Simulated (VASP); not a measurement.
# ZrO2 (Fm-3m) in VASP: notebook

The runs below take ZrO2 through single point, relaxation of cell and atoms, with PBEsol.

Program: VASP 6.6.1. These are calculated values, not measurements. Logs are shortened: lines on timing, memory, paths and dates and some standing lists are left out, and cuts for length are marked.

**1. The cell of the first run**

The structure is cubic, space group Fm-3m (No. 225). The conventional cell has a = 5.090 Å, b = 5.090 Å, c = 5.090 Å, α = 90.00°, β = 90.00°, γ = 90.00°. Within 2.9 Å of Zr (site symmetry m-3m) lie 8 O at 2.20 Å. Within 2.9 Å of O (site symmetry -43m) lie 4 Zr at 2.20 Å and 6 O at 2.55 Å.

**2. Single point, PBEsol**

INCAR reads:

```
SYSTEM = ZrO2
PREC     = Accurate       ! precision mode
ENCUT    = 600            ! plane-wave cutoff, eV
EDIFF    = 1E-6           ! SCF threshold, eV
ISMEAR   = 0              ! smearing method
SIGMA    = 0.1            ! smearing width, eV
LREAL    = .FALSE.        ! projectors in reciprocal space
LASPH    = .TRUE.         ! aspherical terms in the spheres
NELM     = 120            ! most SCF steps
ALGO     = Normal         ! electronic algorithm
ISIF     = 2              ! what is computed and relaxed
LWAVE    = .FALSE.        ! write WAVECAR
LCHARG   = .FALSE.        ! write CHGCAR
GGA      = PS             ! functional
NBANDS   = 19             ! bands
GGA_COMPAT= .FALSE.
```

KPOINTS reads:

```
regular mesh
0
G
  6 6 6
  0 0 0
```

POSCAR reads:

```
ZrO2
1.0
    0.0000000000      2.5450727100      2.5450727100
    2.5450727100      0.0000000000      2.5450727100
    2.5450727100      2.5450727100      0.0000000000
Zr O
1 2
Direct
    0.0000000000      0.0000000000      0.0000000000
    0.2500000000      0.2500000000      0.2500000000
    0.7500000000      0.7500000000      0.7500000000
```

Potentials or basis: VASP PAW PBE potentials, release 64 (Zr_sv, O).

On the command line:

```sh
$ cat potpaw_PBE.64/Zr_sv/POTCAR potpaw_PBE.64/O/POTCAR > POTCAR
$ mpirun -np 1 vasp_std > vasp.out
```

OUTCAR:

```text
SYSTEM = ZrO2
   PREC = Accurate
   ENCUT = 600
   EDIFF = 1E-6
   ISMEAR = 0
   LREAL = .FALSE.
   LASPH = .TRUE.
   NELM = 120
   ISIF = 2
   GGA = PS

 ion  position               nearest neighbor table
   1  0.000  0.000  0.000-   3 2.20   3 2.20   3 2.20   2 2.20   3 2.20   2 2.20   2 2.20   2 2.20

   2  0.250  0.250  0.250-   1 2.20   1 2.20   1 2.20   1 2.20
   3  0.750  0.750  0.750-   1 2.20   1 2.20   1 2.20   1 2.20

  LATTYP: Found a face centered cubic cell.
 ALAT       =     5.0901454200

  Lattice vectors:

 A1 = (   0.0000000000,   2.5450727100,   2.5450727100)
 A2 = (   2.5450727100,   0.0000000000,   2.5450727100)
 A3 = (   2.5450727100,   2.5450727100,   0.0000000000)

Analysis of symmetry for initial positions (statically):
=====================================================================
 Subroutine PRICEL returns:
 Original cell was already a primitive cell.

 Routine SETGRP: Setting up the symmetry group for a
 face centered cubic supercell.

 Subroutine GETGRP returns: Found 48 space group operations
 (whereof 48 operations were pure point group operations)
 out of a pool of 48 trial point group operations.

The static configuration has the point symmetry O_h .

Analysis of symmetry for dynamics (positions and initial velocities):
=====================================================================
 Subroutine PRICEL returns:
 Original cell was already a primitive cell.

 Routine SETGRP: Setting up the symmetry group for a
 face centered cubic supercell.

 Subroutine GETGRP returns: Found 48 space group operations
 (whereof 48 operations were pure point group operations)
 out of a pool of 48 trial point group operations.

The dynamic configuration has the point symmetry O_h .

 Subroutine INISYM returns: Found 48 space group operations
 (whereof 48 operations are pure point group operations),
 and found     1 'primitive' translations

----------------------------------------------------------------------------------------

                                     Primitive cell

  volume of cell :      32.9709

  direct lattice vectors                    reciprocal lattice vectors
     0.000000000  2.545072710  2.545072710    -0.196458041  0.196458041  0.196458041
     2.545072710  0.000000000  2.545072710     0.196458041 -0.196458041  0.196458041
     2.545072710  2.545072710  0.000000000     0.196458041  0.196458041 -0.196458041

  length of vectors
     3.599276344  3.599276344  3.599276344     0.340275309  0.340275309  0.340275309

  position of ions in fractional coordinates (direct lattice)
     0.000000000  0.000000000  0.000000000
     0.250000000  0.250000000  0.250000000
     0.750000000  0.750000000  0.750000000

  ion indices of the primitive-cell ions
   primitive index   ion index
                 1           1
                 2           2
                 3           3

----------------------------------------------------------------------------------------

 KPOINTS: regular mesh

Automatic generation of k-mesh.
 Grid dimensions read from file:
 generate k-points for:    6    6    6

 Generating k-lattice:

  Cartesian coordinates                     Fractional coordinates (reciprocal lattice)
    -0.032743007  0.032743007  0.032743007     0.166666667  0.000000000  0.000000000
     0.032743007 -0.032743007  0.032743007     0.000000000  0.166666667  0.000000000
     0.032743007  0.032743007 -0.032743007     0.000000000  0.000000000  0.166666667

  Length of vectors
     0.056712552  0.056712552  0.056712552

  Shift w.r.t. Gamma in fractional coordinates (k-lattice)
     0.000000000  0.000000000  0.000000000

 Subroutine IBZKPT returns following result:
 ===========================================

 Found     16 irreducible k-points:

 Following reciprocal coordinates:
            Coordinates               Weight
  0.000000  0.000000  0.000000      1.000000
  0.166667  0.000000  0.000000      8.000000
  0.333333  0.000000  0.000000      8.000000
  0.500000  0.000000  0.000000      4.000000
  0.166667  0.166667  0.000000      6.000000
  0.333333  0.166667  0.000000     24.000000
[... 8 lines left out ...]
 -0.333333  0.333333  0.166667     24.000000
 -0.333333  0.500000  0.166667     12.000000
   k-points           NKPTS =     16   k-points in BZ     NKDIM =     16   number of bands    NBANDS=     19
   number of dos      NEDOS =    301   number of ions     NIONS =      3
   total plane-waves  NPLWV =  27000
   dimension x,y,z NGX =    30 NGY =   30 NGZ =   30
   dimension x,y,z NGXF=    60 NGYF=   60 NGZF=   60
   ions per type =               1   2
   NGX,Y,Z   is equivalent  to a cutoff of  13.86, 13.86, 13.86 a.u.
   NGXF,Y,Z  is equivalent  to a cutoff of  27.71, 27.71, 27.71 a.u.
 SYSTEM =  ZrO2
   PREC   = accura    normal or accurate (medium, high low for compatibility)
   ISTART =      0    job   : 0-new  1-cont  2-samecut
   ICHARG =      2    charge: 1-file 2-atom 10-const
   ISPIN  =      1    spin polarized calculation?
   LNONCOLLINEAR =      F non collinear calculations
   LSORBIT =      F    spin-orbit coupling
   LASPH  =      T    aspherical Exc in radial PAW
   ENCUT  =  600.0 eV  44.10 Ry    6.64 a.u.   7.19  7.19  7.19*2*pi/ulx,y,z
   NELM   =    120;   NELMIN=  2; NELMDL= -5     # of ELM steps
   EDIFF  = 0.1E-05   stopping-criterion for ELM
   LREAL  =      F    real-space projection
   EDIFFG = 0.1E-04   stopping-criterion for IOM
   NSW    =      0    number of steps for IOM
   IBRION =     -1    ionic relax: 0-MD 1-quasi-New 2-CG
   NFREE  =      0    steps in history (QN), initial steepest desc. (CG)
   ISIF   =      2    stress and relaxation
   ISYM   =      2    0-nonsym 1-usesym 2-fastsym
   POTIM  = 0.5000    time-step for ionic-motion
   TEBEG  =    0.0;   TEEND  =   0.0 temperature during run
   PSTRESS=    0.0 pullay stress
   NELECT =      24.0000    total number of electrons
   NUPDOWN=      -1.0000    fix difference up-down
   EMIN   =  10.00;   EMAX   =-10.00  energy-range for DOS
   EFERMI =   0.00;   METHOD = LEGACY
   ISMEAR =     0;   SIGMA  =   0.10  broadening in eV -4-tet -1-fermi 0-gaus
   EFERMI_NEDOS =   21; number of points for ismear=-14 and -15
   IALGO  =     38    algorithm
   IMIX   =      4    mixing-type and parameters
     AMIX     =   0.40;   BMIX     =  1.00
     AMIX_MAG =   1.60;   BMIX_MAG =  1.00
  volume/ion in A,a.u.               =      10.99        74.17
  Fermi-wavevector in a.u.,A,eV,Ry     =   1.472657  2.782919 29.507224  2.168720
  Thomas-Fermi vector in A             =   2.587645
   LORBIT       =      0    0 simple, 1 ext, 2 COOP (PROOUT), +10 PAW based schemes
   GGA     = PS    functional components
   LHFCALC =     F    Hartree Fock is set to
   AEXX    =    0.0000 exact exchange contribution
   IVDW    =     0    specifies the selected vdW correction
   LEPSILON=     F    determine dielectric tensor
   LRPA    =     F    only Hartree local field effects (RPA)
 non-spin polarized calculation
 Gauss-broadening in eV      SIGMA  =   0.10
  energy-cutoff  :      600.00
  volume of cell :       32.97
 maximum number of plane-waves:      1113
 NGX is ok and might be reduce to    30
   NGX = 15   NGY = 15   NGZ = 15

 number of electron      23.9999995 magnetization

 Free energy of the ion-electron system (eV)
  ---------------------------------------------------
  ext. energy  EPLUGINS =         0.00000000
  ---------------------------------------------------
  free energy    TOTEN  =       -29.92536846 eV

  energy without entropy =      -29.92536846  energy(sigma->0) =      -29.92536846

 E-fermi :   7.5958     XC(G=0): -12.0563

 val. band max:        7.0857392604   @ k =   0.5000   0.5000   0.0000
 cond. band min:      10.3687501749   @ k =   0.0000   0.0000   0.0000
 fundamental gap:      3.2830109144
 Fermi energy:         7.5957512132

 k-point     1 :       0.0000    0.0000    0.0000
  band No.  band energies     occupation
      1     -40.8635      2.00000
      2     -18.7250      2.00000
      3     -18.7250      2.00000
      4     -18.7250      2.00000
      5     -11.0528      2.00000
      6      -8.4423      2.00000
[... 11 lines left out ...]
     18      16.4870      0.00000
     19      21.2471      0.00000

 k-point     2 :       0.1667    0.0000    0.0000
  band No.  band energies     occupation
      1     -40.8516      2.00000
      2     -18.9174      2.00000
      3     -18.7432      2.00000
      4     -18.7432      2.00000
      5     -10.6815      2.00000
      6      -8.7024      2.00000
[... 11 lines left out ...]
     18      16.1075      0.00000
     19      20.7058      0.00000

 k-point     3 :       0.3333    0.0000    0.0000
  band No.  band energies     occupation
      1     -40.8276      2.00000
      2     -19.2652      2.00000
      3     -18.7791      2.00000
      4     -18.7791      2.00000
      5     -10.1316      2.00000
      6      -8.9428      2.00000
[... 11 lines left out ...]
     18      16.3814      0.00000
     19      20.1759      0.00000

 k-point     4 :       0.5000    0.0000    0.0000
  band No.  band energies     occupation
      1     -40.8156      2.00000
      2     -19.4245      2.00000
      3     -18.7969      2.00000
      4     -18.7969      2.00000
      5     -10.0750      2.00000
      6      -8.8024      2.00000
[... 231 lines left out ...]
     18      17.7190      0.00000
     19      21.6049      0.00000

 k-point    15 :      -0.3333    0.3333    0.1667
  band No.  band energies     occupation
      1     -40.8037      2.00000
      2     -19.2731      2.00000
      3     -19.1072      2.00000
      4     -18.8670      2.00000
      5      -9.4692      2.00000
      6      -9.1545      2.00000
[... 11 lines left out ...]
     18      18.3218      0.00000
     19      21.9292      0.00000

 k-point    16 :      -0.3333    0.5000    0.1667
  band No.  band energies     occupation
      1     -40.7997      2.00000
      2     -19.3445      2.00000
      3     -19.0577      2.00000
      4     -18.9073      2.00000
      5      -9.4697      2.00000
      6      -9.0739      2.00000
[... 11 lines left out ...]
     18      19.4762      0.00000
     19      21.7450      0.00000

------------------------ aborting loop because EDIFF is reached ----------------------------------------

  FORCE on cell =-STRESS in cart. coord.  units (eV):
  Direction    XX          YY          ZZ          XY          YZ          ZX
  --------------------------------------------------------------------------------------
  -------------------------------------------------------------------------------------
  Total       -0.7368192     -0.7368192     -0.7368192     -0.0000000     -0.0000000      0.0000000
  in kB      -35.8047766    -35.8047766    -35.8047766     -0.0000000     -0.0000000      0.0000000
  external PRESSURE =     -35.8047766 kB  Pullay stress =       0.0000000 kB

 VOLUME and BASIS-vectors are now :
 -----------------------------------------------------------------------------
  energy-cutoff  :      600.00
  volume of cell :       32.97
      direct lattice vectors                 reciprocal lattice vectors
     0.000000000  2.545072710  2.545072710    -0.196458041  0.196458041  0.196458041
     2.545072710  0.000000000  2.545072710     0.196458041 -0.196458041  0.196458041
     2.545072710  2.545072710  0.000000000     0.196458041  0.196458041 -0.196458041

 POSITION                                       TOTAL-FORCE (eV/Angst)
 -----------------------------------------------------------------------------------
      0.00000      0.00000      0.00000        -0.000000      0.000000      0.000000
      1.27254      1.27254      1.27254        -0.000000     -0.000000      0.000000
      3.81761      3.81761      3.81761         0.000000     -0.000000     -0.000000
 -----------------------------------------------------------------------------------
    total drift:                                0.000000     -0.000000      0.000000

  FREE ENERGIE OF THE ION-ELECTRON SYSTEM (eV)
  ---------------------------------------------------
  free  energy   TOTEN  =       -29.9253684625 eV

  energy  without entropy=      -29.9253684625  energy(sigma->0) =      -29.92536846
```

Wall time 16 s (1 thread of AMD EPYC 7R43 (Zen 3), shared host); peak memory 0.13 GiB.

Results:

```yaml
Free_energy: -29.9254 eV
Pressure: -3.6 GPa
Band_gap_on_the_k_mesh: 3.28 eV (least direct gap 3.71 eV)
```

Levels at points of the mesh, in eV from the valence-band top:
```csv
k point,band 8,band 9,band 10,band 11,band 12,band 13,band 14,band 15,band 16,band 17
"(0.00, 0.00, 0.00)",-5.28,-5.28,-0.54,-0.54,-0.54,3.28,3.28,6.37,9.40,9.40
"(0.50, 0.00, 0.00)",-4.27,-2.57,-2.51,-1.66,-1.66,3.94,3.94,6.09,8.48,8.48
"(0.50, 0.50, 0.00)",-3.18,-3.18,-1.52,-1.52,0.00,3.71,4.70,5.83,7.29,7.29
```

Caveat: the cell stands under tension; the PAW data sets were made with another functional, which shifts forces and pressure a little. A k mesh can miss the band edges.

[end of part 1 of 2]
